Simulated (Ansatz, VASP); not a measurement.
# Two plane-wave programs on WC

```
W C
1.0
     0.00000    2.19268    2.19268
     2.19268    0.00000    2.19268
     2.19268    2.19268    0.00000
W C
1 1
Direct
  0.00000 0.00000 0.00000
  0.50000 0.50000 0.50000
```

Alike in both runs: task single point; functional PBEsol; dispersion D4; k mesh 7 × 7 × 7; no spin polarisation.

|  | VASP | Ansatz |
| --- | --- | --- |
| version | VASP 6.6.1 | Ansatz 0.2.0 |
| potentials or method | VASP PAW PBE potentials, release 64 (W_sv, C) | plane waves, PAW |
| plane-wave cutoff (eV) | 600 | 420 |
| occupations | methfessel-paxton of order 1, width 0.05 eV | cold, width 0.05 eV |
| valence electrons in the cell | 18 | 18 |

|  | VASP | Ansatz | Ansatz less VASP |
| --- | --- | --- | --- |
| pressure (GPa) | -13.4 | -14.3 | -0.91 |

VASP's potentials were made for PBE, not for PBEsol.

Neither program's run includes spin-orbit coupling.
